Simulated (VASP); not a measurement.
# Zr6GeRu (P-6m2) in VASP: single point with PBE

Aim: the single point of Zr6GeRu with PBE.

Program: VASP 6.6.1. These are calculated values, not measurements. Logs are shortened: lines on timing, memory, paths and dates and some standing lists are left out, and cuts for length are marked.

## Step 1: The cell of the first run

Symmetry: P-6m2, No. 187, hexagonal system. Conventional cell: a = 6.112 Å, b = 6.112 Å, c = 5.067 Å, α = 90.00°, β = 90.00°, γ = 120.00°. Within 3.9 Å of Zr (site symmetry mm2) lie 8 Zr at 2.96 to 3.15 Å and 2 Ge at 3.06 Å and 2 Ru at 3.06 Å. Zr (site symmetry mm2) has 8 Zr at 2.94 to 3.18 Å and 2 Ru at 3.05 Å and 2 Ge at 3.06 Å within 3.9 Å. Within 4.0 Å of Ge (site symmetry -6m2) lie 12 Zr at 3.06 Å. Within 4.0 Å of Ru (site symmetry -6m2) lie 12 Zr at 3.05 to 3.06 Å.

The cell was built from a structure type or drawn by symmetry, and may not be a known phase.

## Step 2: Single point, PBE

Input file INCAR:

```
PREC = Accurate
ENCUT = 520
EDIFF = 1E-7
ISMEAR = 0
SIGMA = 0.2
LREAL = F
LASPH = T
NELM = 100
ALGO = Normal
ISIF = 2
LWAVE = F
LCHARG = T
GGA = PE
LELF = T
LVHAR = T
NBANDS = 60
```

Input file KPOINTS:

```
regular mesh
0
Gamma
  3 3 4
```

Input file POSCAR:

```
Zr6GeRu
1.0
    6.1123356887      0.0000000000      0.0000000000
   -3.0561678444      5.2934379829      0.0000000000
    0.0000000000      0.0000000000      5.0672955752
Zr Ge Ru
6 1 1
Direct
   -0.0104132442      0.4947933779      0.5000000000
    0.5052066221      0.4947933779      0.5000000000
    0.5052066221      1.0104132442      0.5000000000
    0.6796363510      0.8398181755      0.0000000000
    0.1601818245      0.8398181755      0.0000000000
    0.1601818245      0.3203636490      0.0000000000
    0.6666666667      0.3333333333      0.0000000000
    0.0000000000      0.0000000000      0.5000000000
```

Potentials or basis: VASP PAW PBE potentials, release 64 (Zr_sv, Ge_d, Ru_pv).

Run with:

```bash
$ cat potpaw_PBE.64/Zr_sv/POTCAR potpaw_PBE.64/Ge_d/POTCAR potpaw_PBE.64/Ru_pv/POTCAR > POTCAR
$ mpirun -np 1 vasp_std > vasp.out
```

OUTCAR:

```text
PREC = Accurate
   ENCUT = 520
   EDIFF = 1E-7
   ISMEAR = 0
   LREAL = F
   LASPH = T
   NELM = 100
   ISIF = 2
   GGA = PE

 ion  position               nearest neighbor table
   1  0.990  0.495  0.500-   3 2.96   2 2.96   7 3.06   7 3.06   8 3.06   8 3.06   5 3.12   5 3.12
                             6 3.12   6 3.12   3 3.15   2 3.15
   2  0.505  0.495  0.500-   1 2.96   3 2.96   7 3.06   7 3.06   8 3.06   8 3.06   6 3.12   6 3.12
                             4 3.12   4 3.12   1 3.15   3 3.15
   3  0.505  0.010  0.500-   1 2.96   2 2.96   7 3.06   7 3.06   8 3.06   8 3.06   5 3.12   5 3.12
                             4 3.12   4 3.12   1 3.15   2 3.15
   4  0.680  0.840  0.000-   6 2.94   5 2.94   8 3.05   8 3.05   7 3.06   7 3.06   2 3.12   2 3.12
                             3 3.12   3 3.12   6 3.18   5 3.18
   5  0.160  0.840  0.000-   4 2.94   6 2.94   8 3.05   8 3.05   7 3.06   7 3.06   3 3.12   3 3.12
                             1 3.12   1 3.12   4 3.18   6 3.18
   6  0.160  0.320  0.000-   4 2.94   5 2.94   8 3.05   8 3.05   7 3.06   7 3.06   2 3.12   2 3.12
                             1 3.12   1 3.12   4 3.18   5 3.18
   7  0.667  0.333  0.000-   1 3.06   1 3.06   3 3.06   3 3.06   2 3.06   2 3.06   6 3.06   4 3.06
                             5 3.06   5 3.06   6 3.06   4 3.06
   8  0.000  0.000  0.500-   4 3.05   4 3.05   6 3.05   6 3.05   5 3.05   5 3.05   2 3.06   3 3.06
                             2 3.06   3 3.06   1 3.06   1 3.06

  LATTYP: Found a hexagonal cell.
 ALAT       =     6.1123356887
 C/A-ratio  =     0.8290276963

  Lattice vectors:

 A1 = (   6.1123356887,   0.0000000000,   0.0000000000)
 A2 = (  -3.0561678444,   5.2934379829,   0.0000000000)
 A3 = (   0.0000000000,   0.0000000000,   5.0672955752)

Analysis of symmetry for initial positions (statically):
=====================================================================
 Subroutine PRICEL returns:
 Original cell was already a primitive cell.

 Routine SETGRP: Setting up the symmetry group for a
 hexagonal supercell.

 Subroutine GETGRP returns: Found 12 space group operations
 (whereof 12 operations were pure point group operations)
 out of a pool of 24 trial point group operations.

The static configuration has the point symmetry D_3h.

Analysis of symmetry for dynamics (positions and initial velocities):
=====================================================================
 Subroutine PRICEL returns:
 Original cell was already a primitive cell.

 Routine SETGRP: Setting up the symmetry group for a
 hexagonal supercell.

 Subroutine GETGRP returns: Found 12 space group operations
 (whereof 12 operations were pure point group operations)
 out of a pool of 24 trial point group operations.

The dynamic configuration has the point symmetry D_3h.

 Subroutine INISYM returns: Found 12 space group operations
 (whereof 12 operations are pure point group operations),
 and found     1 'primitive' translations

----------------------------------------------------------------------------------------

                                     Primitive cell

  volume of cell :     163.9537

  direct lattice vectors                    reciprocal lattice vectors
     6.112335689  0.000000000  0.000000000     0.163603580  0.094456571  0.000000000
    -3.056167844  5.293437983  0.000000000     0.000000000  0.188913142  0.000000000
     0.000000000  0.000000000  5.067295575     0.000000000  0.000000000  0.197343925

  length of vectors
     6.112335689  6.112335689  5.067295575     0.188913142  0.188913142  0.197343925

  position of ions in fractional coordinates (direct lattice)
     0.989586756  0.494793378  0.500000000
     0.505206622  0.494793378  0.500000000
     0.505206622  0.010413244  0.500000000
     0.679636351  0.839818175  0.000000000
     0.160181825  0.839818175  0.000000000
     0.160181825  0.320363649  0.000000000
     0.666666667  0.333333333  0.000000000
     0.000000000  0.000000000  0.500000000

  ion indices of the primitive-cell ions
   primitive index   ion index
                 1           1
                 2           2
                 3           3
                 4           4
                 5           5
                 6           6
                 7           7
                 8           8

----------------------------------------------------------------------------------------

 KPOINTS: regular mesh

Automatic generation of k-mesh.
 Grid dimensions read from file:
 generate k-points for:    3    3    4

 Generating k-lattice:

  Cartesian coordinates                     Fractional coordinates (reciprocal lattice)
     0.054534527  0.031485524  0.000000000     0.333333333  0.000000000  0.000000000
     0.000000000  0.062971047  0.000000000     0.000000000  0.333333333  0.000000000
     0.000000000  0.000000000  0.049335981     0.000000000  0.000000000  0.250000000

  Length of vectors
     0.062971047  0.062971047  0.049335981

  Shift w.r.t. Gamma in fractional coordinates (k-lattice)
     0.000000000  0.000000000  0.000000000

 Subroutine IBZKPT returns following result:
 ===========================================

 Found      9 irreducible k-points:

 Following reciprocal coordinates:
            Coordinates               Weight
  0.000000  0.000000  0.000000      1.000000
  0.333333  0.000000  0.000000      6.000000
  0.333333  0.333333  0.000000      2.000000
  0.000000  0.000000  0.250000      2.000000
  0.333333  0.000000  0.250000     12.000000
  0.333333  0.333333  0.250000      4.000000
  0.000000  0.000000  0.500000      1.000000
  0.333333  0.000000  0.500000      6.000000
  0.333333  0.333333  0.500000      2.000000
   k-points           NKPTS =      9   k-points in BZ     NKDIM =      9   number of bands    NBANDS=     60
   number of dos      NEDOS =    301   number of ions     NIONS =      8
   total plane-waves  NPLWV =  92160
   dimension x,y,z NGX =    48 NGY =   48 NGZ =   40
   dimension x,y,z NGXF=    96 NGYF=   96 NGZF=   80
   ions per type =               6   1   1
   NGX,Y,Z   is equivalent  to a cutoff of  13.06, 13.06, 13.12 a.u.
   NGXF,Y,Z  is equivalent  to a cutoff of  26.11, 26.11, 26.25 a.u.
 SYSTEM =  unknown system
   PREC   = accura    normal or accurate (medium, high low for compatibility)
   ISTART =      0    job   : 0-new  1-cont  2-samecut
   ICHARG =      2    charge: 1-file 2-atom 10-const
   ISPIN  =      1    spin polarized calculation?
   LNONCOLLINEAR =      F non collinear calculations
   LSORBIT =      F    spin-orbit coupling
   LASPH  =      T    aspherical Exc in radial PAW
   ENCUT  =  520.0 eV  38.22 Ry    6.18 a.u.  11.36 11.36  9.42*2*pi/ulx,y,z
   NELM   =    100;   NELMIN=  2; NELMDL= -5     # of ELM steps
   EDIFF  = 0.1E-06   stopping-criterion for ELM
   LREAL  =      F    real-space projection
   EDIFFG = 0.1E-05   stopping-criterion for IOM
   NSW    =      0    number of steps for IOM
   IBRION =     -1    ionic relax: 0-MD 1-quasi-New 2-CG
   NFREE  =      0    steps in history (QN), initial steepest desc. (CG)
   ISIF   =      2    stress and relaxation
   ISYM   =      2    0-nonsym 1-usesym 2-fastsym
   POTIM  = 0.5000    time-step for ionic-motion
   TEBEG  =    0.0;   TEEND  =   0.0 temperature during run
   PSTRESS=    0.0 pullay stress
   NELECT =     100.0000    total number of electrons
   NUPDOWN=      -1.0000    fix difference up-down
   EMIN   =  10.00;   EMAX   =-10.00  energy-range for DOS
   EFERMI =   0.00;   METHOD = LEGACY
   ISMEAR =     0;   SIGMA  =   0.20  broadening in eV -4-tet -1-fermi 0-gaus
   EFERMI_NEDOS =   21; number of points for ismear=-14 and -15
   IALGO  =     38    algorithm
   IMIX   =      4    mixing-type and parameters
     AMIX     =   0.40;   BMIX     =  1.00
     AMIX_MAG =   1.60;   BMIX_MAG =  1.00
  volume/ion in A,a.u.               =      20.49       138.30
  Fermi-wavevector in a.u.,A,eV,Ry     =   1.388357  2.623614 26.225699  1.927534
  Thomas-Fermi vector in A             =   2.512491
   LORBIT       =      0    0 simple, 1 ext, 2 COOP (PROOUT), +10 PAW based schemes
   GGA     = PE    functional components
   LHFCALC =     F    Hartree Fock is set to
   AEXX    =    0.0000 exact exchange contribution
   IVDW    =     0    specifies the selected vdW correction
   LEPSILON=     F    determine dielectric tensor
   LRPA    =     F    only Hartree local field effects (RPA)
 non-spin polarized calculation
 Gauss-broadening in eV      SIGMA  =   0.20
  energy-cutoff  :      520.00
  volume of cell :      163.95
 maximum number of plane-waves:      4447
 NGX is ok and might be reduce to    48
   NGX = 23   NGY = 23   NGZ = 19

 number of electron     100.0000000 magnetization

 number of electron      99.9999989 magnetization

 Free energy of the ion-electron system (eV)
  ---------------------------------------------------
  ext. energy  EPLUGINS =         0.00000000
  ---------------------------------------------------
  free energy    TOTEN  =       -66.42364611 eV

  energy without entropy =      -66.26135068  energy(sigma->0) =      -66.34249840

 E-fermi :   9.4454     XC(G=0): -11.5912

 val. band max:        9.4402508388   @ k =   0.0000   0.0000   0.2500
 cond. band min:       9.4526110277   @ k =   0.3333   0.3333   0.0000
 fundamental gap:      0.0123601889
 Fermi energy:         9.4453673738

 k-point     1 :       0.0000    0.0000    0.0000
  band No.  band energies     occupation
      1     -39.3044      2.00000
      2     -39.1505      2.00000
      3     -39.1505      2.00000
      4     -39.1472      2.00000
      5     -39.0373      2.00000
      6     -39.0373      2.00000
[... 52 lines left out ...]
     59      11.8770      0.00000
     60      12.2801      0.00000

 k-point     2 :       0.3333    0.0000    0.0000
  band No.  band energies     occupation
      1     -39.2718      2.00000
      2     -39.1897      2.00000
      3     -39.1512      2.00000
      4     -39.1298      2.00000
      5     -39.0498      2.00000
      6     -39.0368      2.00000
[... 430 lines left out ...]
     59      11.5611      0.00000
     60      11.7303      0.00000

 k-point     9 :       0.3333    0.3333    0.5000
  band No.  band energies     occupation
      1     -39.2299      2.00000
      2     -39.1849      2.00000
      3     -39.1425      2.00000
      4     -39.1415      2.00000
      5     -39.0861      2.00000
      6     -39.0464      2.00000
[... 52 lines left out ...]
     59      11.1703      0.00000
     60      11.3212      0.00000

------------------------ aborting loop because EDIFF is reached ----------------------------------------

  FORCE on cell =-STRESS in cart. coord.  units (eV):
  Direction    XX          YY          ZZ          XY          YZ          ZX
  --------------------------------------------------------------------------------------
  -------------------------------------------------------------------------------------
  Total       -0.6328093     -0.6328093      0.0650630      0.0000000     -0.0000000      0.0000000
  in kB       -6.1838959     -6.1838959      0.6358041      0.0000000     -0.0000000      0.0000000
  external PRESSURE =      -3.9106626 kB  Pullay stress =       0.0000000 kB

 VOLUME and BASIS-vectors are now :
 -----------------------------------------------------------------------------
  energy-cutoff  :      520.00
  volume of cell :      163.95
      direct lattice vectors                 reciprocal lattice vectors
     6.112335689  0.000000000  0.000000000     0.163603580  0.094456571  0.000000000
    -3.056167844  5.293437983  0.000000000     0.000000000  0.188913142  0.000000000
     0.000000000  0.000000000  5.067295575     0.000000000  0.000000000  0.197343925

 POSITION                                       TOTAL-FORCE (eV/Angst)
 -----------------------------------------------------------------------------------
      4.53651      2.61916      2.53365         0.045300      0.026154      0.000000
      1.57582      2.61916      2.53365        -0.045300      0.026154      0.000000
      3.05617      0.05512      2.53365         0.000000     -0.052308     -0.000000
      1.58754      4.44553      0.00000        -0.050236     -0.029004     -0.000000
     -1.58754      4.44553      0.00000         0.050236     -0.029004     -0.000000
     -0.00000      1.69583      0.00000        -0.000000      0.058008     -0.000000
      3.05617      1.76448      0.00000         0.000000      0.000000     -0.000000
      0.00000      0.00000      2.53365         0.000000      0.000000     -0.000000
 -----------------------------------------------------------------------------------
    total drift:                               -0.000000      0.000000      0.000000

  FREE ENERGIE OF THE ION-ELECTRON SYSTEM (eV)
  ---------------------------------------------------
  free  energy   TOTEN  =       -66.4236461148 eV

  energy  without entropy=      -66.2613506765  energy(sigma->0) =      -66.34249840
```

Run time: 2.9 min. Hardware: 1 thread of AMD EPYC 7R43 (Zen 3), shared host; peak memory 0.29 GiB.

Results:

```
Free energy            : -66.4236 eV
Pressure               : -0.4 GPa
Largest force          : 0.058 eV/Å
Band gap on the k mesh : zero (bands 50 and 51 overlap by 0.84 eV)
```

Forces in eV/Å, atoms in the order of the input:
```
Zr   0.045  0.026  0.000
Zr  -0.045  0.026  0.000
Zr   0.000 -0.052  0.000
Zr  -0.050 -0.029  0.000
Zr   0.050 -0.029  0.000
Zr   0.000  0.058  0.000
Ge   0.000  0.000  0.000
Ru   0.000  0.000  0.000
```

Caveat: the k points lie up to 0.40 Å⁻¹ apart, too coarse for converged energies and pressures of a metal.
